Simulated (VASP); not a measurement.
# Zn2Si3N3 (P-4m2) in VASP: a series of runs, part 2 of 2

VASP 6.6.1.

### Step 5. Relaxation of cell and atoms, PBE

INCAR

```
SYSTEM = Zn2Si3N3
ALGO     = Normal         ! electronic algorithm
EDIFF    = 1E-6           ! SCF threshold, eV
EDIFFG   = -0.01          ! ionic threshold
ENCUT    = 600            ! plane-wave cutoff, eV
GGA      = PE             ! functional
IBRION   = 2              ! ionic algorithm
ISIF     = 3              ! what is computed and relaxed
ISMEAR   = 0              ! smearing method
LASPH    = .TRUE.         ! aspherical terms in the spheres
LCHARG   = .FALSE.        ! write CHGCAR
LREAL    = .FALSE.        ! projectors in reciprocal space
LWAVE    = .FALSE.        ! write WAVECAR
NELM     = 100            ! most SCF steps
NSW      = 100            ! ionic steps
PREC     = Accurate       ! precision mode
SIGMA    = 0.1            ! smearing width, eV
```

KPOINTS

```
k-points
0
G
  10 10 4
  0 0 0
```

POSCAR

```
Zn2Si3N3
1.0
    3.0590902408      0.0000000000      0.0000000000
    0.0000000000      3.0590902408      0.0000000000
    0.0000000000      0.0000000000     10.4030692858
Zn Si N
2 3 3
Direct
    0.5000000000      0.0000000000      0.6743104384
    0.0000000000      0.5000000000      0.3256895616
    0.0000000000      0.5000000000      0.8926001003
    0.5000000000      0.0000000000      0.1073998997
    0.0000000000      0.0000000000      0.5000000000
    0.0000000000      0.0000000000      0.0000000000
    0.5000000000      0.5000000000      0.1855560090
    0.5000000000      0.5000000000      0.8144439910
```

Potentials or basis: VASP PAW PBE potentials, release 64 (Zn, Si, N).

Run with:

```sh
cat potpaw_PBE.64/Zn/POTCAR potpaw_PBE.64/Si/POTCAR potpaw_PBE.64/N/POTCAR > POTCAR
mpirun -np 1 vasp_std > vasp.out
```

OUTCAR:

```text
SYSTEM = Zn2Si3N3
   EDIFF = 1E-6
   EDIFFG = -0.01
   ENCUT = 600
   GGA = PE
   IBRION = 2
   ISIF = 3
   ISMEAR = 0
   LASPH = .TRUE.
   LREAL = .FALSE.
   NELM = 100
   NSW = 100
   PREC = Accurate

 ion  position               nearest neighbor table
   1  0.500  0.000  0.674-   8 2.11   8 2.11   5 2.37   5 2.37
   2  0.000  0.500  0.326-   7 2.11   7 2.11   5 2.37   5 2.37
   3  0.000  0.500  0.893-   8 1.73   8 1.73   6 1.89   6 1.89   4 3.11   4 3.11   4 3.11   4 3.11

   4  0.500  0.000  0.107-   7 1.73   7 1.73   6 1.89   6 1.89   3 3.11   3 3.11   3 3.11   3 3.11

   5  0.000  0.000  0.500-   1 2.37   2 2.37   2 2.37   1 2.37
   6  0.000  0.000  0.000-   3 1.89   4 1.89   3 1.89   4 1.89
   7  0.500  0.500  0.186-   4 1.73   4 1.73   2 2.11   2 2.11
   8  0.500  0.500  0.814-   3 1.73   3 1.73   1 2.11   1 2.11

  LATTYP: Found a simple tetragonal cell.
 ALAT       =     3.0590902408
 C/A-ratio  =     3.4007068988

  Lattice vectors:

 A1 = (   3.0590902408,   0.0000000000,   0.0000000000)
 A2 = (   0.0000000000,   3.0590902408,   0.0000000000)
 A3 = (   0.0000000000,   0.0000000000,  10.4030692858)

Analysis of symmetry for initial positions (statically):
=====================================================================
 Subroutine PRICEL returns:
 Original cell was already a primitive cell.

 Routine SETGRP: Setting up the symmetry group for a
 simple tetragonal supercell.

 Subroutine GETGRP returns: Found  8 space group operations
 (whereof  8 operations were pure point group operations)
 out of a pool of 16 trial point group operations.

The static configuration has the point symmetry D_2d.

Analysis of symmetry for dynamics (positions and initial velocities):
=====================================================================
 Subroutine PRICEL returns:
 Original cell was already a primitive cell.

 Routine SETGRP: Setting up the symmetry group for a
 simple tetragonal supercell.

 Subroutine GETGRP returns: Found  8 space group operations
 (whereof  8 operations were pure point group operations)
 out of a pool of 16 trial point group operations.

The dynamic configuration has the point symmetry D_2d.

 Subroutine INISYM returns: Found  8 space group operations
 (whereof  8 operations are pure point group operations),
 and found     1 'primitive' translations

----------------------------------------------------------------------------------------

                                     Primitive cell

  volume of cell :      97.3523

  direct lattice vectors                    reciprocal lattice vectors
     3.059090241  0.000000000  0.000000000     0.326894574  0.000000000  0.000000000
     0.000000000  3.059090241  0.000000000     0.000000000  0.326894574  0.000000000
     0.000000000  0.000000000 10.403069286     0.000000000  0.000000000  0.096125477

  length of vectors
     3.059090241  3.059090241 10.403069286     0.326894574  0.326894574  0.096125477

  position of ions in fractional coordinates (direct lattice)
     0.500000000  0.000000000  0.674310438
     0.000000000  0.500000000  0.325689562
     0.000000000  0.500000000  0.892600100
     0.500000000  0.000000000  0.107399900
[... 74 lines left out ...]
   ions per type =               2   3   3
   NGX,Y,Z   is equivalent  to a cutoff of  13.04, 13.04, 13.42 a.u.
   NGXF,Y,Z  is equivalent  to a cutoff of  26.09, 26.09, 26.85 a.u.
 SYSTEM =  Zn2Si3N3
   PREC   = accura    normal or accurate (medium, high low for compatibility)
   ISTART =      0    job   : 0-new  1-cont  2-samecut
   ICHARG =      2    charge: 1-file 2-atom 10-const
   ISPIN  =      1    spin polarized calculation?
   LNONCOLLINEAR =      F non collinear calculations
   LSORBIT =      F    spin-orbit coupling
   LASPH  =      T    aspherical Exc in radial PAW
   ENCUT  =  600.0 eV  44.10 Ry    6.64 a.u.   6.11  6.11 20.78*2*pi/ulx,y,z
   NELM   =    100;   NELMIN=  2; NELMDL= -5     # of ELM steps
   EDIFF  = 0.1E-05   stopping-criterion for ELM
   LREAL  =      F    real-space projection
   EDIFFG = -.1E-01   stopping-criterion for IOM
   NSW    =    100    number of steps for IOM
   IBRION =      2    ionic relax: 0-MD 1-quasi-New 2-CG
   NFREE  =      1    steps in history (QN), initial steepest desc. (CG)
   ISIF   =      3    stress and relaxation
   ISYM   =      2    0-nonsym 1-usesym 2-fastsym
   POTIM  = 0.5000    time-step for ionic-motion
   TEBEG  =    0.0;   TEEND  =   0.0 temperature during run
   PSTRESS=    0.0 pullay stress
   NELECT =      51.0000    total number of electrons
   NUPDOWN=      -1.0000    fix difference up-down
   EMIN   =  10.00;   EMAX   =-10.00  energy-range for DOS
   EFERMI =   0.00;   METHOD = LEGACY
   ISMEAR =     0;   SIGMA  =   0.10  broadening in eV -4-tet -1-fermi 0-gaus
   EFERMI_NEDOS =   21; number of points for ismear=-14 and -15
   IALGO  =     38    algorithm
   IMIX   =      4    mixing-type and parameters
     AMIX     =   0.40;   BMIX     =  1.00
     AMIX_MAG =   1.60;   BMIX_MAG =  1.00
  volume/ion in A,a.u.               =      12.17        82.12
  Fermi-wavevector in a.u.,A,eV,Ry     =   1.319723  2.493915 23.696851  1.741669
  Thomas-Fermi vector in A             =   2.449601
   LORBIT       =      0    0 simple, 1 ext, 2 COOP (PROOUT), +10 PAW based schemes
   GGA     = PE    functional components
   LHFCALC =     F    Hartree Fock is set to
   AEXX    =    0.0000 exact exchange contribution
   IVDW    =     0    specifies the selected vdW correction
   LEPSILON=     F    determine dielectric tensor
   LRPA    =     F    only Hartree local field effects (RPA)
 conjugate gradient relaxation of ions
 non-spin polarized calculation
 Gauss-broadening in eV      SIGMA  =   0.10
  energy-cutoff  :      600.00
  volume of cell :       97.35
 maximum number of plane-waves:      3280
   NGX = 13   NGY = 13   NGZ = 41

--------------------------------------- Ionic step        1  -------------------------------------------

 number of electron      50.9999991 magnetization

 Free energy of the ion-electron system (eV)
  ---------------------------------------------------
  ext. energy  EPLUGINS =         0.00000000
  ---------------------------------------------------
  free energy    TOTEN  =       -45.74936532 eV

  energy without entropy =      -45.74166039  energy(sigma->0) =      -45.74551285

------------------------ aborting loop because EDIFF is reached ----------------------------------------

  FORCE on cell =-STRESS in cart. coord.  units (eV):
  Direction    XX          YY          ZZ          XY          YZ          ZX
  --------------------------------------------------------------------------------------
  -------------------------------------------------------------------------------------
  Total       -0.3106531     -0.3106531      0.9967279      0.0000000      0.0000000     -0.0000000
  in kB       -5.1125806     -5.1125806     16.4036740      0.0000000      0.0000000     -0.0000000
  external PRESSURE =       2.0595043 kB  Pullay stress =       0.0000000 kB
[... 107 lines left out ...]
  FREE ENERGIE OF THE ION-ELECTRON SYSTEM (eV)
  ---------------------------------------------------
  free  energy   TOTEN  =       -45.7628334511 eV

  energy  without entropy=      -45.7524699091  energy(sigma->0) =      -45.75765168

[... ionic steps 4 to 7 ...]

--------------------------------------- Ionic step        8  -------------------------------------------

 number of electron      51.0000048 magnetization

------------------------ aborting loop because EDIFF is reached ----------------------------------------
[... 79 lines left out ...]
--------------------------------------- Ionic step       10  -------------------------------------------

 number of electron      51.0000046 magnetization

 Free energy of the ion-electron system (eV)
  ---------------------------------------------------
  ext. energy  EPLUGINS =         0.00000000
  ---------------------------------------------------
  free energy    TOTEN  =       -45.76770233 eV

  energy without entropy =      -45.75902061  energy(sigma->0) =      -45.76336147

 E-fermi :   8.1673     XC(G=0): -11.1570

 val. band max:        8.1424117289   @ k =   0.4000   0.4000   0.5000
 cond. band min:       8.1911865867   @ k =   0.2000   0.0000   0.5000
 fundamental gap:      0.0487748578
 Fermi energy:         8.1672533297

 k-point     1 :       0.0000    0.0000    0.0000
  band No.  band energies     occupation
      1     -13.3409      2.00000
      2     -11.1647      2.00000
      3      -9.7886      2.00000
      4      -3.4830      2.00000
      5      -2.3960      2.00000
      6      -0.8803      2.00000
[... 781 lines left out ...]
     29      10.6807      0.00000
     30      11.3722      0.00000

 [... further k-points ...]
[... 5 lines left out ...]
  --------------------------------------------------------------------------------------
  -------------------------------------------------------------------------------------
  Total       -0.0405846     -0.0405846     -0.0360918      0.0000000      0.0000000      0.0000000
  in kB       -0.6688837     -0.6688837     -0.5948368      0.0000000      0.0000000      0.0000000
  external PRESSURE =      -0.6442014 kB  Pullay stress =       0.0000000 kB
[... 23 lines left out ...]
  FREE ENERGIE OF THE ION-ELECTRON SYSTEM (eV)
  ---------------------------------------------------
  free  energy   TOTEN  =       -45.7677023272 eV

  energy  without entropy=      -45.7590206089  energy(sigma->0) =      -45.76336147

 reached required accuracy - stopping structural energy minimisation
```

Run time: 7.2 min. Hardware: 1 thread of AMD EPYC 9R45 (Zen 5), shared host; peak memory 0.33 GiB.

Results:

```yaml
Free_energy: -45.7677 eV
Relaxed_volume: 12.15 Å³/atom
Relaxed_cell: a = 3.023 Å, b = 3.023 Å, c = 10.640 Å, α = 90.00°, β = 90.00°, γ = 90.00°
Space_group_after_relaxing_to_0.1_Å: P-4m2 (No. 115)
Energy_gained_by_relaxing: 2.3 meV/atom
Ionic_steps: 10
Pressure_after_relaxing: -0.1 GPa
Largest_force_after_relaxing: 0.003 eV/Å
Band_gap_on_the_k_mesh: zero (an odd number of electrons rules out a gap without spin polarisation)
```

Forces on the atoms (eV/Å):
```
Zn   0.000  0.000  0.003
Zn   0.000  0.000 -0.003
Si   0.000  0.000 -0.002
Si   0.000  0.000  0.002
Si   0.000  0.000  0.000
N    0.000  0.000  0.000
N    0.000  0.000  0.000
N    0.000  0.000  0.000
```

The path:
```
step  energy change (eV)  largest force (eV/Å)  pressure (GPa)  volume (Å³)
   1              0.0000                0.0886            0.21        97.35
   2             -0.0071                0.0587           -0.27        97.57
   3             -0.0135                0.0679           -0.99        97.96
   4             -0.0175                0.0585            0.01        97.24
   5             -0.0176                0.0673            0.29        97.09
   6             -0.0176                0.0649            0.22        97.13
   7             -0.0182                0.0222            0.16        97.11
   8             -0.0183                0.0165            0.14        97.09
   9             -0.0183                0.0149            0.12        97.09
  10             -0.0183                0.0032           -0.06        97.21
```

Final structure:
```xyz
8
Lattice="3.0227 0.0000 0.0000 0.0000 3.0227 0.0000 0.0000 0.0000 10.6400" Properties=species:S:1:pos:R:3 pbc="T T T"
Zn    1.5113    0.0000    7.1647
Zn    0.0000    1.5113    3.4753
Si    0.0000    1.5113    9.5177
Si    1.5113    0.0000    1.1222
Si    0.0000    0.0000    5.3200
N     0.0000    0.0000    0.0000
N     1.5113    1.5113    1.9621
N     1.5113    1.5113    8.6779
```

### Step 6. The runs side by side

| task | cell | k mesh | cutoff (eV) | smearing | gap on the mesh (eV) | pressure (GPa) | relaxed volume (Å³/atom) | largest force (eV/Å) |
| --- | --- | --- | --- | --- | --- | --- | --- | --- |
| single point | a = 3.059, b = 3.059, c = 10.403 Å, 8 atoms, atomic positions A | 5 × 5 × 2 | 520 | gaussian 0.2 eV | none | 0.1 | - | 0.03 |
| relaxation of cell and atoms | relaxed from a = 3.100, b = 3.100, c = 10.200 Å, 8 atoms, atomic positions B | 5 × 5 × 2 | 600 | gaussian 0.2 eV | none | 0.2 | 12.15 | 0.06 |
| single point | a = 3.023, b = 3.023, c = 10.628 Å, 8 atoms, atomic positions C | 10 × 10 × 4 | 520 | gaussian 0.1 eV | none | 0.1 | - | 0.03 |
| relaxation of cell and atoms | relaxed from a = 3.059, b = 3.059, c = 10.403 Å, 8 atoms, atomic positions A | 10 × 10 × 4 | 600 | gaussian 0.1 eV | none | -0.1 | 12.15 | - |

Alike in all rows: level PBE; potentials or basis VASP PAW PBE potentials, release 64 (Zn, Si, N); no spin polarisation.

Caveats: some runs use coarse meshes; the relaxation stopped at a loose force limit of 0.08 eV/Å, so its end isn't a converged minimum (at least some runs).

Absolute energies hang on the potentials; compare differences alone.
